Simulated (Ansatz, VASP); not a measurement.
## One calculation of BN, two programs

Contents of POSCAR:

```
BN
1.0
    2.2943082580      0.0000000000      0.0000000000
   -1.1471541290      1.9869292355      0.0000000000
    0.0000000000      0.0000000000      7.9344112779
B N
2 2
Direct
    0.3333333333      0.6666666667      0.2500000000
    0.6666666667      0.3333333333      0.7500000000
    0.3333333333      0.6666666667      0.7500000000
    0.6666666667      0.3333333333      0.2500000000
```

The input INCAR.step1:

```
SYSTEM = BN
  ALGO = Normal
  EDIFF = 1E-4
  ENCUT = 520
  GGA = PE
  ISMEAR = 0
  LASPH = .TRUE.
  LCHARG = .FALSE.
  LREAL = .FALSE.
  LWAVE = .TRUE.
  NBANDS = 16
  NELM = 60
  PREC = Accurate
  SIGMA = 0.05
```

INCAR.step2

```
SYSTEM = BN
  ALGO = Normal
  EDIFF = 1E-6
  ENCUT = 520
  ISIF = 2
  ISMEAR = 0
  ISTART = 1
  LASPH = .TRUE.
  LCHARG = .FALSE.
  LMIXTAU = .TRUE.
  LREAL = .FALSE.
  LWAVE = .FALSE.
  METAGGA = R2SCAN
  NBANDS = 16
  NELM = 60
  PREC = Accurate
  SIGMA = 0.05
```

KPOINTS

```
k-points
0
G
  12 12 4
  0 0 0
```

Input for Ansatz:

```yaml
crystal:
  lattice:
    - [2.294308258, 0.0, 0.0]
    - [-1.147154129, 1.9869292355, 0.0]
    - [0.0, 0.0, 7.9344112779]
  atoms:
    - { symbol: B, position: [0.3333333333, 0.6666666667, 0.25] }
    - { symbol: B, position: [0.6666666667, 0.3333333333, 0.75] }
    - { symbol: "N", position: [0.3333333333, 0.6666666667, 0.75] }
    - { symbol: "N", position: [0.6666666667, 0.3333333333, 0.25] }
basis:
  ecutwfc: 500
kpoints:
  mp_grid: { grid: [12, 12, 4] }
hamiltonian:
  xc: r2scan
scf:
  occupations: { method: gaussian, width: 0.05 }
output:
  forces: true
  stress: true
  eigenvalues: true
```

Alike in both runs: task single point; functional r2SCAN; k mesh 12 × 12 × 4; occupations gaussian, width 0.05 eV; no spin polarisation.

|  | VASP | Ansatz |
| --- | --- | --- |
| version | VASP 6.6.1 | Ansatz 0.2.0 |
| potentials or method | VASP PAW PBE potentials, release 64 (B, N), cutoff 520 eV | scalar-relativistic, plane waves, PAW |
| valence electrons in the cell | 16 | 16 |

Ansatz gave:

```
gap on the k mesh at the Fermi level (eV) : 4.36
least direct gap on the mesh (eV)         : 5.34
```

**Question.** Which values does VASP return?

**Answer.** gap on the k mesh at the Fermi level (eV): 4.34; least direct gap on the mesh (eV): 5.32.

VASP's potentials were made for PBE, not for r2SCAN.
